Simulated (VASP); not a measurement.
Set up this calculation in VASP 6.6.1, as the native input.

```yaml
Task: single point
Functional: RPBE
Potentials_or_basis: VASP PAW PBE potentials, release 64 (Ta_pv)
Cutoff: 520 eV
k_mesh: 14 × 14 × 7
Occupations: fermi-dirac, width 0.1 eV
Spin: no spin polarisation
Dipole_correction: no
Further_INCAR_settings: ALGO = Normal; EDIFF = 1e-06; NBANDS = 18
```

The structure of Ta lies in POSCAR:

```
Ta
1.0
    2.8780356535      0.0000000000      0.0000000000
   -1.4390178268      2.4924519889      0.0000000000
    0.0000000000      0.0000000000      5.1051939590
Ta
2
Direct
    0.3333333333      0.6666666667      0.2500000000
    0.6666666667      0.3333333333      0.7500000000
```

This cell differs from its parent crystal: volume scaled by 0.96.

The input as run:

INCAR

```
PREC = Accurate
ENCUT = 520
EDIFF = 1E-6
ISMEAR = -1
SIGMA = 0.1
LREAL = F
LASPH = T
NELM = 100
ALGO = Normal
ISIF = 2
LWAVE = F
LCHARG = F
GGA = RP
NBANDS = 18
```

KPOINTS

```
regular mesh
0
Gamma
  14 14 7
```

Potentials or basis: VASP PAW PBE potentials, release 64 (Ta_pv).

Run with:

```console
$ cat potpaw_PBE.64/Ta_pv/POTCAR > POTCAR
$ mpirun -np 1 vasp_std > vasp.out
```

Results of the run:

| Property | Result |
| --- | --- |
| Pressure | 8.3 GPa |
| Band gap on the k mesh | zero (band 11 reaches 7.04 eV, above the bottom of band 12 at 5.25 eV) |

Caveat: the PAW data sets were made with another functional, which shifts forces and pressure a little; spin-orbit coupling is left out, which moves the levels of the heavy elements.

Wall time 28 s on 1 thread of AMD EPYC 9R45 96-Core Processor (Zen 5), with other jobs on the host, peak memory 0.16 GiB.
